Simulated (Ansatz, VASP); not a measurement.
## One calculation of Li3TeH, two programs

```xyz
5
Lattice="4.1923 0.0000 0.0000 0.0000 4.1923 0.0000 0.0000 0.0000 4.1923" Properties=species:S:1:pos:R:3 pbc="T T T"
Li    2.0961    0.0000    2.0961
Li    0.0000    2.0961    2.0961
Li    2.0961    2.0961    0.0000
Te    0.0000    0.0000    0.0000
H     2.0961    2.0961    2.0961
```

Alike in both runs: task relaxation of cell and atoms; functional PBE; dispersion D3(BJ); k mesh 6 × 6 × 6; occupations gaussian, width 0.02 eV; no spin polarisation.

|  | VASP | Ansatz |
| --- | --- | --- |
| version | VASP 6.6.1 | Ansatz 0.2.0 |
| potentials or method | VASP PAW PBE potentials, release 64 (Li_sv, Te, H), cutoff 600 eV | scalar-relativistic, plane waves, PAW |
| valence electrons in the cell | 16 | 26 |

```csv
,VASP,Ansatz,Ansatz less VASP
"gap on the k mesh at the Fermi level, each at its own relaxed structure (eV)",2.92,2.92,-0.001
relaxed volume (Å³/atom),13.48,13.53,+0.051
relaxed cell length with the largest relative difference (Å),4.069,4.074,+0.0051
```

VASP's potentials hold 16 valence electrons a cell and Ansatz's 26, so a difference there can come from the potentials and not from the codes.

Spin-orbit coupling is off throughout. Noted on VASP's run: the cutoff is short for stress, so the pressure is rough.
